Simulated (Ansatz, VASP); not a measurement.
**Two plane-wave programs on Ag**

```xyz
1
Lattice="0.0000 2.0427 2.0427 2.0427 0.0000 2.0427 2.0427 2.0427 0.0000" Properties=species:S:1:pos:R:3 pbc="T T T"
Ag    0.0000    0.0000    0.0000
```

Alike in both runs: task relaxation of cell and atoms; functional RPBE; dispersion D4; k mesh 11 × 11 × 11; occupations fermi-dirac, width 0.05 eV; no spin polarisation.

```csv
,VASP,Ansatz
version,VASP 6.6.1,Ansatz 0.2.0
potentials or method,"VASP PAW PBE potentials, release 64 (Ag)",Ansatz PAW
plane-wave cutoff (eV),600,420
valence electrons in the cell,11,19
```

|  | VASP | Ansatz | Ansatz less VASP |
| --- | --- | --- | --- |
| relaxed volume (Å³/atom) | 16.85 | 16.88 | +0.035 |
| relaxed cell length with the largest relative difference (Å) | 2.877 | 2.879 | +0.0020 |

VASP's potentials were made for PBE, not for RPBE. VASP's potentials hold 11 valence electrons a cell and Ansatz's 19, so a difference there can come from the potentials and not from the codes.

Noted on Ansatz's run: the plane-wave basis is chosen anew once the cell has moved, so the energies of steps on either side of that aren't comparable.
